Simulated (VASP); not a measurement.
Here is a VASP 6.6.1 calculation.

The input INCAR:

```
SYSTEM = Si
  PREC = Accurate
  ENCUT = 520
  EDIFF = 1E-7
  ISMEAR = 0
  SIGMA = 0.05
  LREAL = Auto
  LASPH = .TRUE.
  NELM = 80
  ALGO = Normal
  ISIF = 2
  LWAVE = .FALSE.
  LCHARG = .FALSE.
  GGA = PE
  NELECT = 250.0
  NBANDS = 163
```

The input KPOINTS:

```
Automatic mesh
0
G
  1 1 1
  0 0 0
```

File POSCAR:

```
Si
1.0
   10.8600000000      0.0000000000      0.0000000000
    0.0000000000     10.8600000000      0.0000000000
    0.0000000000      0.0000000000     10.8600000000
Si
63
Direct
    0.4993997238     -0.0019260589      0.0001766114
    0.6244755985      0.1256522099      0.1254397790
    0.7500891344      0.2500810313     -0.0001024862
    0.8745691529      0.3756146409      0.1254521179
    0.7484809392      0.0145886740      0.2645354512
    0.8118718232      0.1879784530      0.4368673112
   -0.0016827808      0.0019023941      0.0033909761
    0.1165250460      0.1276600368      0.1336978821
    0.2481584715      0.2501196133      0.0019097606
    0.3751149171      0.3773166667      0.1244272560
    0.5012014733      0.4990230203     -0.0029070902
    0.6229913444      0.6250838858      0.1244075506
    0.7501651934      0.7522481584      0.0020776243
    0.8725267035      0.8839694291      0.1339129834
    0.2470331492      0.0018170350      0.2516045120
    0.3748226519      0.1254011050      0.3750895948
    0.5004024862      0.2497622468      0.2494381215
    0.6396095764      0.3606592081      0.3734641805
    0.7505213628      0.4997836096      0.2494248619
    0.8748086556      0.6254511050      0.3750591160
    0.5004246777     -0.0000430018      0.4995953039
    0.6388323204      0.1238992634      0.6113767956
    0.8762569982      0.3618007366      0.6117357274
    0.7506638122     -0.0001026703      0.7494774401
    0.8748933702      0.1252855433      0.8753926335
    0.0021701657      0.5008052486      0.0002253223
    0.1237123389      0.6282170350      0.1263420810
    0.2499691529      0.7502189687     -0.0000316759
    0.3720316759      0.8764550645      0.1262825046
   -0.0140391344      0.2516410681      0.2642514733
    0.1244539595      0.3756732044      0.3756933702
    0.2497319521      0.5008743094      0.2481826888
    0.3771197053      0.6231057090      0.3752492634
    0.4993522099      0.7504209024      0.2481189687
    0.6244350829      0.8757178637      0.3756395028
   -0.0131313076      0.0133937385      0.5012704420
    0.1244525783      0.1258399632      0.6251896869
    0.2503228361      0.2501958564      0.4999006446
    0.3782889503      0.3735707182      0.6233753223
    0.5089586556      0.4913094843      0.4975524862
    0.6266144567      0.6220356354      0.6233984346
    0.7500077348      0.7499449355      0.4998691529
    0.8744380295      0.8757268877      0.6251771639
    0.2496465930     -0.0017078269      0.7506987109
    0.3766686004      0.1252655617      0.8734074586
    0.5083749540      0.2478325046      0.7418561694
    0.6265541436      0.3736566298      0.8721400552
    0.7523534070      0.4921412523      0.7421021179
    0.8750243094      0.6237413444      0.8735938306
   -0.0016232044      0.7532972376      0.2516274401
    0.1171593923      0.8831170350      0.3773779006
    0.0001699816      0.4997639963      0.4995447514
    0.1256087477      0.6249358195      0.6271431860
    0.2486383978      0.7515992634      0.5001137201
    0.3752323204      0.8746396869      0.6272007366
    0.0002116943      0.2495703499      0.7494767035
    0.1256537753      0.3770927256      0.8746949355
    0.2530662983      0.4988129834      0.7486490792
    0.3749333333      0.6252617864      0.8749989871
    0.5013546961      0.7471932781      0.7487018416
    0.6231541436      0.8745710866      0.8747237569
    0.0020193370      0.7505517495      0.7506818600
    0.1235682320      0.8766609576      0.8781353591
```

Potentials or basis: VASP PAW PBE potentials, release 64 (Si).

Launch:

```bash
$ cat potpaw_PBE.64/Si/POTCAR > POTCAR
$ mpirun -np 1 vasp_gam > vasp.out
```

Question: Estimate the largest force.

Answer: 0.030 eV/Å.

Forces in eV/Å, atoms in the order of the input:
```
Si   0.003  0.003  0.001
Si   0.000  0.011  0.005
Si   0.003  0.004 -0.008
Si  -0.009  0.002  0.002
Si   0.001 -0.012 -0.015
Si   0.004 -0.001  0.007
Si  -0.001  0.002  0.004
Si   0.002 -0.004  0.000
Si  -0.001 -0.002 -0.001
Si   0.001  0.001  0.003
Si   0.003 -0.003  0.003
Si  -0.002 -0.001  0.004
Si   0.002  0.001  0.000
Si   0.003 -0.002 -0.001
Si  -0.006 -0.001  0.003
Si  -0.002 -0.004 -0.001
Si   0.006 -0.012  0.001
Si  -0.022  0.021  0.004
Si   0.012 -0.005  0.001
Si   0.001 -0.001 -0.001
Si  -0.001 -0.007 -0.008
Si  -0.002  0.001 -0.003
Si  -0.001 -0.008 -0.012
Si   0.009 -0.008  0.005
Si   0.001 -0.003 -0.002
Si  -0.003 -0.004  0.002
Si  -0.001 -0.004  0.002
Si  -0.005  0.009  0.001
Si   0.003  0.000  0.002
Si   0.006 -0.001 -0.009
Si   0.000  0.006  0.011
Si  -0.002 -0.004  0.001
Si   0.000 -0.001  0.001
Si   0.002  0.002  0.000
Si  -0.002  0.003  0.013
Si  -0.014  0.012 -0.002
Si   0.009  0.006  0.014
Si   0.006  0.003 -0.001
Si   0.001 -0.001  0.002
Si  -0.006  0.006  0.001
Si   0.002 -0.001  0.003
Si   0.000 -0.005 -0.007
Si  -0.005 -0.009  0.013
Si  -0.003  0.005 -0.006
Si   0.001  0.002 -0.003
Si  -0.002  0.002  0.003
Si   0.000  0.001  0.000
Si  -0.004  0.002  0.002
Si  -0.003 -0.003 -0.003
Si   0.002  0.004  0.004
Si   0.001  0.000 -0.008
Si   0.011  0.006 -0.007
Si  -0.007 -0.003 -0.003
Si  -0.001  0.000 -0.003
Si   0.002  0.005 -0.003
Si   0.012 -0.007  0.007
Si  -0.006 -0.001 -0.003
Si   0.000 -0.002 -0.001
Si   0.002 -0.005 -0.003
Si   0.003  0.000 -0.001
Si  -0.001  0.004 -0.002
Si  -0.005  0.004 -0.006
Si   0.001 -0.001 -0.002
```

Caveat: the k points lie up to 0.58 Å⁻¹ apart; the cell carries a net charge on a neutralising background, which shifts energy and pressure.
